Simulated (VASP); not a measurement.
# CdTe in VASP: notebook

CdTe is run at these levels: PBEsol; tasks: single point.

Program: VASP 6.6.1. These are calculated values, not measurements. Logs are shortened: lines on timing, memory, paths and dates and some standing lists are left out, and cuts for length are marked.

## 1. The cell of the first run

The cell holds a slab with vacuum, 8 atoms: a = 4.589 Å, b = 4.589 Å, c = 26.356 Å, α = 90.00°, β = 90.00°, γ = 90.00°.

## 2. Single point, PBEsol

Input file INCAR:

```
PREC = Accurate ; ENCUT = 520
EDIFF = 1E-6 ; ISMEAR = 0
SIGMA = 0.05 ; LREAL = F
LASPH = T ; NELM = 100
ALGO = Normal ; ISIF = 2
LWAVE = F ; LCHARG = F
LDIPOL = T ; IDIPOL = 3
DIPOL = 0.5 0.5 0.500 ; GGA = PS
NBANDS = 46
```

Input file KPOINTS:

```
regular mesh
0
Gamma
  6 6 1
```

Input file POSCAR:

```
CdTe
1.0
    4.5886584795      0.0000000000      0.0000000000
    0.0000000000      4.5886584795      0.0000000000
    0.0000000000      0.0000000000     26.3563503459
Te Cd
4 4
Direct
    0.0000000000      0.5000000000      0.2845614018
    0.5000000000      0.0000000000      0.4076691722
    0.0000000000      0.5000000000      0.5307769426
    0.5000000000      0.0000000000      0.6538847130
    0.5000000000      0.5000000000      0.3461152870
    0.0000000000      0.0000000000      0.4692230574
    0.5000000000      0.5000000000      0.5923308278
    0.0000000000      0.0000000000      0.7154385982
```

Potentials or basis: VASP PAW PBE potentials, release 64 (Te, Cd).

Started as:

```console
$ cat potpaw_PBE.64/Te/POTCAR potpaw_PBE.64/Cd/POTCAR > POTCAR
$ mpirun -np 1 vasp_std > vasp.out
```

OUTCAR:

```text
PREC = Accurate
   ENCUT = 520
   EDIFF = 1E-6
   ISMEAR = 0
   LREAL = F
   LASPH = T
   NELM = 100
   ISIF = 2
   GGA = PS

 ion  position               nearest neighbor table
   1  0.000  0.500  0.285-   5 2.81   5 2.81
   2  0.500  0.000  0.408-   5 2.81   6 2.81   5 2.81   6 2.81
   3  0.000  0.500  0.531-   6 2.81   7 2.81   6 2.81   7 2.81
   4  0.500  0.000  0.654-   7 2.81   7 2.81   8 2.81   8 2.81
   5  0.500  0.500  0.346-   2 2.81   2 2.81   1 2.81   1 2.81
   6  0.000  0.000  0.469-   2 2.81   3 2.81   3 2.81   2 2.81
   7  0.500  0.500  0.592-   3 2.81   4 2.81   4 2.81   3 2.81
   8  0.000  0.000  0.715-   4 2.81   4 2.81

  LATTYP: Found a simple tetragonal cell.
 ALAT       =     4.5886584795
 C/A-ratio  =     5.7438030012

  Lattice vectors:

 A1 = (   4.5886584795,   0.0000000000,   0.0000000000)
 A2 = (   0.0000000000,   4.5886584795,   0.0000000000)
 A3 = (   0.0000000000,   0.0000000000,  26.3563503459)

Analysis of symmetry for initial positions (statically):
=====================================================================
 Subroutine PRICEL returns:
 Original cell was already a primitive cell.

 Routine SETGRP: Setting up the symmetry group for a
 simple tetragonal supercell.

 Subroutine GETGRP returns: Found  4 space group operations
 (whereof  4 operations were pure point group operations)
 out of a pool of 16 trial point group operations.

The static configuration has the point symmetry C_2v.

Analysis of symmetry for dynamics (positions and initial velocities):
=====================================================================
 Subroutine PRICEL returns:
 Original cell was already a primitive cell.

 Routine SETGRP: Setting up the symmetry group for a
 simple tetragonal supercell.

 Subroutine GETGRP returns: Found  4 space group operations
 (whereof  4 operations were pure point group operations)
 out of a pool of 16 trial point group operations.

The dynamic configuration has the point symmetry C_2v.

 Subroutine INISYM returns: Found  4 space group operations
 (whereof  4 operations are pure point group operations),
 and found     1 'primitive' translations

----------------------------------------------------------------------------------------

                                     Primitive cell

  volume of cell :     554.9537

  direct lattice vectors                    reciprocal lattice vectors
     4.588658480  0.000000000  0.000000000     0.217928618  0.000000000  0.000000000
     0.000000000  4.588658480  0.000000000     0.000000000  0.217928618  0.000000000
     0.000000000  0.000000000 26.356350346     0.000000000  0.000000000  0.037941520

  length of vectors
     4.588658480  4.588658480 26.356350346     0.217928618  0.217928618  0.037941520

  position of ions in fractional coordinates (direct lattice)
     0.000000000  0.500000000  0.284561402
     0.500000000  0.000000000  0.407669172
     0.000000000  0.500000000  0.530776943
     0.500000000  0.000000000  0.653884713
     0.500000000  0.500000000  0.346115287
     0.000000000  0.000000000  0.469223057
     0.500000000  0.500000000  0.592330828
     0.000000000  0.000000000  0.715438598

  ion indices of the primitive-cell ions
   primitive index   ion index
                 1           1
                 2           2
                 3           3
                 4           4
                 5           5
                 6           6
                 7           7
                 8           8

----------------------------------------------------------------------------------------

 KPOINTS: regular mesh

Automatic generation of k-mesh.
 Grid dimensions read from file:
 generate k-points for:    6    6    1

 Generating k-lattice:

  Cartesian coordinates                     Fractional coordinates (reciprocal lattice)
     0.036321436  0.000000000  0.000000000     0.166666667  0.000000000  0.000000000
     0.000000000  0.036321436  0.000000000     0.000000000  0.166666667  0.000000000
     0.000000000  0.000000000  0.037941520     0.000000000  0.000000000  1.000000000

  Length of vectors
     0.036321436  0.036321436  0.037941520

  Shift w.r.t. Gamma in fractional coordinates (k-lattice)
     0.000000000  0.000000000  0.000000000

 Subroutine IBZKPT returns following result:
 ===========================================

 Found     16 irreducible k-points:

 Following reciprocal coordinates:
            Coordinates               Weight
  0.000000  0.000000  0.000000      1.000000
  0.166667  0.000000  0.000000      2.000000
  0.000000  0.166667  0.000000      2.000000
  0.333333  0.000000  0.000000      2.000000
  0.000000  0.333333  0.000000      2.000000
  0.500000  0.000000  0.000000      1.000000
[... 8 lines left out ...]
 -0.333333  0.500000  0.000000      2.000000
  0.500000  0.500000  0.000000      1.000000
   k-points           NKPTS =     16   k-points in BZ     NKDIM =     16   number of bands    NBANDS=     46
   number of dos      NEDOS =    301   number of ions     NIONS =      8
   total plane-waves  NPLWV = 254016
   dimension x,y,z NGX =    36 NGY =   36 NGZ =  196
   dimension x,y,z NGXF=    72 NGYF=   72 NGZF=  392
   ions per type =               4   4
   NGX,Y,Z   is equivalent  to a cutoff of  13.04, 13.04, 12.36 a.u.
   NGXF,Y,Z  is equivalent  to a cutoff of  26.09, 26.09, 24.73 a.u.
 SYSTEM =  unknown system
   PREC   = accura    normal or accurate (medium, high low for compatibility)
   ISTART =      0    job   : 0-new  1-cont  2-samecut
   ICHARG =      2    charge: 1-file 2-atom 10-const
   ISPIN  =      1    spin polarized calculation?
   LNONCOLLINEAR =      F non collinear calculations
   LSORBIT =      F    spin-orbit coupling
   LASPH  =      T    aspherical Exc in radial PAW
   ENCUT  =  520.0 eV  38.22 Ry    6.18 a.u.   8.53  8.53 49.01*2*pi/ulx,y,z
   NELM   =    100;   NELMIN=  2; NELMDL= -5     # of ELM steps
   EDIFF  = 0.1E-05   stopping-criterion for ELM
   LREAL  =      F    real-space projection
   EDIFFG = 0.1E-04   stopping-criterion for IOM
   NSW    =      0    number of steps for IOM
   IBRION =     -1    ionic relax: 0-MD 1-quasi-New 2-CG
   NFREE  =      0    steps in history (QN), initial steepest desc. (CG)
   ISIF   =      2    stress and relaxation
   ISYM   =      2    0-nonsym 1-usesym 2-fastsym
   POTIM  = 0.5000    time-step for ionic-motion
   TEBEG  =    0.0;   TEEND  =   0.0 temperature during run
   PSTRESS=    0.0 pullay stress
   NELECT =      72.0000    total number of electrons
   NUPDOWN=      -1.0000    fix difference up-down
   EMIN   =  10.00;   EMAX   =-10.00  energy-range for DOS
   EFERMI =   0.00;   METHOD = LEGACY
   ISMEAR =     0;   SIGMA  =   0.05  broadening in eV -4-tet -1-fermi 0-gaus
   EFERMI_NEDOS =   21; number of points for ismear=-14 and -15
   IALGO  =     38    algorithm
   IMIX   =      4    mixing-type and parameters
     AMIX     =   0.40;   BMIX     =  1.00
     AMIX_MAG =   1.60;   BMIX_MAG =  1.00
  volume/ion in A,a.u.               =      69.37       468.13
  Fermi-wavevector in a.u.,A,eV,Ry     =   0.828769  1.566146  9.345268  0.686858
  Thomas-Fermi vector in A             =   1.941201
   LORBIT       =      0    0 simple, 1 ext, 2 COOP (PROOUT), +10 PAW based schemes
   GGA     = PS    functional components
   LHFCALC =     F    Hartree Fock is set to
   AEXX    =    0.0000 exact exchange contribution
   IVDW    =     0    specifies the selected vdW correction
   LEPSILON=     F    determine dielectric tensor
   LRPA    =     F    only Hartree local field effects (RPA)
 non-spin polarized calculation
 Gauss-broadening in eV      SIGMA  =   0.05
  energy-cutoff  :      520.00
  volume of cell :      554.95
 maximum number of plane-waves:     14999
 NGX is ok and might be reduce to    36
   NGX = 17   NGY = 17   NGZ = 99

 dipolmoment           0.000000      0.000000      0.000000 electrons x Angstroem

 number of electron      71.9999972 magnetization

 dipolmoment           0.000000      0.000000     -0.243201 electrons x Angstroem

 Free energy of the ion-electron system (eV)
  ---------------------------------------------------
  ext. energy  EPLUGINS =         0.00000000
  ---------------------------------------------------
  free energy    TOTEN  =       -18.97821730 eV

  energy without entropy =      -18.96553056  energy(sigma->0) =      -18.97187393

 E-fermi :  -1.2554     XC(G=0):  -4.8896

 val. band max:       -1.2599686013   @ k =   0.1667   0.1667   0.0000
 cond. band min:      -1.2444559635   @ k =   0.0000   0.3333   0.0000
 fundamental gap:      0.0155126377
 Fermi energy:        -1.2553594715

 k-point     1 :       0.0000    0.0000    0.0000
  band No.  band energies     occupation
      1     -13.2133      2.00000
      2     -12.6989      2.00000
      3     -12.1935      2.00000
      4     -11.2100      2.00000
      5     -10.2557      2.00000
      6     -10.2248      2.00000
[... 38 lines left out ...]
     45       2.6771      0.00000
     46       2.8366      0.00000

 k-point     2 :       0.1667    0.0000    0.0000
  band No.  band energies     occupation
      1     -13.1701      2.00000
      2     -12.6658      2.00000
      3     -12.1646      2.00000
      4     -11.1816      2.00000
      5     -10.2296      2.00000
      6     -10.2196      2.00000
[... 38 lines left out ...]
     45       2.7515      0.00000
     46       3.0804      0.00000

 k-point     3 :       0.0000    0.1667    0.0000
  band No.  band energies     occupation
      1     -13.1699      2.00000
      2     -12.6652      2.00000
      3     -12.1640      2.00000
      4     -11.1875      2.00000
      5     -10.2533      2.00000
      6     -10.2248      2.00000
[... 38 lines left out ...]
     45       2.9580      0.00000
     46       3.1054      0.00000

 k-point     4 :       0.3333    0.0000    0.0000
  band No.  band energies     occupation
      1     -13.0829      2.00000
      2     -12.5997      2.00000
      3     -12.1062      2.00000
      4     -11.1255      2.00000
      5     -10.2166      2.00000
      6     -10.2127      2.00000
[... 528 lines left out ...]
     45       3.5405      0.00000
     46       3.6962      0.00000

 k-point    15 :      -0.3333    0.5000    0.0000
  band No.  band energies     occupation
      1     -12.9435      2.00000
      2     -12.4712      2.00000
      3     -11.9812      2.00000
      4     -11.0254      2.00000
      5     -10.1842      2.00000
      6     -10.1406      2.00000
[... 38 lines left out ...]
     45       3.0308      0.00000
     46       3.6413      0.00000

 k-point    16 :       0.5000    0.5000    0.0000
  band No.  band energies     occupation
      1     -12.9120      2.00000
      2     -12.4414      2.00000
      3     -11.9515      2.00000
      4     -10.9967      2.00000
      5     -10.1529      2.00000
      6     -10.1373      2.00000
[... 38 lines left out ...]
     45       3.2776      0.00000
     46       3.7672      0.00000

------------------------ aborting loop because EDIFF is reached ----------------------------------------

 vacuum level on the upper side and lower side of the slab       (xc-potential included)        -1.030         1.017

  FORCE on cell =-STRESS in cart. coord.  units (eV):
  Direction    XX          YY          ZZ          XY          YZ          ZX
  --------------------------------------------------------------------------------------
  -------------------------------------------------------------------------------------
  Total       -0.7364729     -0.7260789      0.3554390      0.0000000      0.0000000      0.0000000
  in kB       -2.1262318     -2.0962237      1.0261690      0.0000000      0.0000000      0.0000000
  external PRESSURE =      -1.0654288 kB  Pullay stress =       0.0000000 kB

 VOLUME and BASIS-vectors are now :
 -----------------------------------------------------------------------------
  energy-cutoff  :      520.00
  volume of cell :      554.95
      direct lattice vectors                 reciprocal lattice vectors
     4.588658480  0.000000000  0.000000000     0.217928618  0.000000000  0.000000000
     0.000000000  4.588658480  0.000000000     0.000000000  0.217928618  0.000000000
     0.000000000  0.000000000 26.356350346     0.000000000  0.000000000  0.037941520

 POSITION                                       TOTAL-FORCE (eV/Angst)
 -----------------------------------------------------------------------------------
      0.00000      2.29433      7.50000         0.000000      0.000000      0.217034
      2.29433      0.00000     10.74467         0.000000      0.000000      0.392751
      0.00000      2.29433     13.98934         0.000000      0.000000      0.273917
      2.29433      0.00000     17.23401         0.000000      0.000000      0.220570
      2.29433      2.29433      9.12234         0.000000      0.000000     -0.444227
      0.00000      0.00000     12.36701         0.000000      0.000000     -0.343035
      2.29433      2.29433     15.61168         0.000000      0.000000     -0.352259
      0.00000      0.00000     18.85635         0.000000      0.000000      0.035249
 -----------------------------------------------------------------------------------
    total drift:                                0.000000      0.000000      0.000409

  FREE ENERGIE OF THE ION-ELECTRON SYSTEM (eV)
  ---------------------------------------------------
  free  energy   TOTEN  =       -18.9782172994 eV

  energy  without entropy=      -18.9655305602  energy(sigma->0) =      -18.97187393

 vacuum level on the upper side and lower side of the slab         2.652         4.741
```

It took 5.1 min on 1 thread of AMD EPYC 9R45 (Zen 5), shared host; peak memory 0.7 GiB.

What came out:

| Quantity | Value |
| --- | --- |
| Free energy | -18.9782 eV |
| Largest force | 0.444 eV/Å |
| Band gap on the k mesh | zero (band 36 reaches -1.21 eV, above the bottom of band 37 at -1.24 eV) |

Forces in eV/Å, atoms in the order of the input:
```
Te   0.000  0.000  0.217
Te   0.000  0.000  0.393
Te   0.000  0.000  0.274
Te   0.000  0.000  0.221
Cd   0.000  0.000 -0.444
Cd   0.000  0.000 -0.343
Cd   0.000  0.000 -0.352
Cd   0.000  0.000  0.035
```

Caveat: the PAW data sets were made with another functional, which shifts forces and pressure a little; spin-orbit coupling is left out, which moves the levels of the heavy elements.

## 3. Single point, PBEsol

Input file INCAR:

```
  ALGO = Normal
  DIPOL = 0.5 0.5 0.500
  EDIFF = 1E-7
  ENCUT = 520
  GGA = PS
  IDIPOL = 3
  ISIF = 2
  ISMEAR = 0
  LASPH = T
  LCHARG = T
  LDIPOL = T
  LELF = T
  LREAL = F
  LVACPOTAV = T
  LVHAR = T
  LWAVE = F
  NBANDS = 46
  NELM = 80
  PREC = Accurate
  SIGMA = 0.05
```

Input file KPOINTS:

```
k-points
0
Gamma
  6 6 1
```

Input file POSCAR:

```
CdTe
1.0
    4.5886584795      0.0000000000      0.0000000000
    0.0000000000      4.5886584795      0.0000000000
    0.0000000000      0.0000000000     26.3563503459
Te Cd
4 4
Direct
    0.0000000000      0.5000000000      0.2852460737
    0.5000000000      0.0000000000      0.4088267637
    0.0000000000      0.5000000000      0.5319037544
    0.5000000000      0.0000000000      0.6563662184
    0.5000000000      0.5000000000      0.3432120475
    0.0000000000      0.0000000000      0.4671024588
    0.5000000000      0.5000000000      0.5908380905
    0.0000000000      0.0000000000      0.7165045931
```

Potentials or basis: VASP PAW PBE potentials, release 64 (Te, Cd).

Started as:

```console
$ cat potpaw_PBE.64/Te/POTCAR potpaw_PBE.64/Cd/POTCAR > POTCAR
$ mpirun -np 1 vasp_std > vasp.out
```

Wall time 7.9 min (1 thread of AMD EPYC 9R45 (Zen 5), shared host); peak memory 0.7 GiB.

Results (log left out):

```yaml
Free_energy: -19.0306 eV
Largest_force: 0.027 eV/Å
Band_gap_on_the_k_mesh: zero (band 36 reaches -1.18 eV, above the bottom of band 37 at -1.20 eV)
```

Forces on the atoms (eV/Å):
```
Te   0.000  0.000 -0.022
Te   0.000  0.000 -0.015
Te   0.000  0.000 -0.004
Te   0.000  0.000 -0.010
Cd   0.000  0.000  0.006
Cd   0.000  0.000  0.012
Cd   0.000  0.000  0.005
Cd   0.000  0.000  0.027
```

Levels at points of the mesh, in eV from the Fermi level:
```
           k point  band 34  band 35  band 36  band 37  band 38  band 39
(0.00, 0.00, 0.00)    -0.80    -0.13     0.05     0.32     1.53     1.86
(0.50, 0.00, 0.00)    -0.77    -0.67    -0.22     0.43     1.47     2.16
(0.00, 0.50, 0.00)    -0.76    -0.42    -0.28     0.12     0.86     2.26
(0.50, 0.50, 0.00)    -1.78    -0.79    -0.75     0.24     0.99     2.32
```

Caveat: the PAW data sets were made with another functional, which shifts forces and pressure a little; spin-orbit coupling is left out, which moves the levels of the heavy elements.
